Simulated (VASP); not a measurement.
MgSc, 2 atoms in the cell. The structure is cubic, space group Pm-3m (No. 221). Conventional cell: a = 3.563 Å, b = 3.563 Å, c = 3.563 Å, α = 90.00°, β = 90.00°, γ = 90.00°. Within 4.1 Å of Mg (site symmetry m-3m) lie 8 Sc at 3.09 Å and 6 Mg at 3.56 Å. Within 4.1 Å of Sc (site symmetry m-3m) lie 8 Mg at 3.09 Å and 6 Sc at 3.56 Å. 

```yaml
Program: VASP 6.6.1
Task: relaxation of cell and atoms
Functional: PBEsol
Potentials_or_basis: VASP PAW PBE potentials, release 64 (Mg, Sc_sv)
Cutoff: 600 eV
k_mesh: 14 × 14 × 14
Occupations: fermi-dirac, width 0.05 eV
Spin: no spin polarisation
Target_pressure: 2 GPa
Dipole_correction: no
Further_INCAR_settings: ALGO = Normal; EDIFF = 1e-07; IBRION = 2; EDIFFG = -0.002; NSW = 100; ISIF = 3
```

Potentials or basis: VASP PAW PBE potentials, release 64 (Mg, Sc_sv).

Command:

```console
$ cat potpaw_PBE.64/Mg/POTCAR potpaw_PBE.64/Sc_sv/POTCAR > POTCAR
$ mpirun -np 1 vasp_std > vasp.out
```

Hardware: 1 thread of Intel(R) Xeon(R) 6975P-C (Granite Rapids), with other jobs on the host.

**Question.** Estimate the wall time of this run.

**Answer.** It took 69 s on 1 thread of Intel(R) Xeon(R) 6975P-C (Granite Rapids) (shared host), peak memory 0.22 GiB. Counts: scf iterations 32, k points 120, ion steps 3.
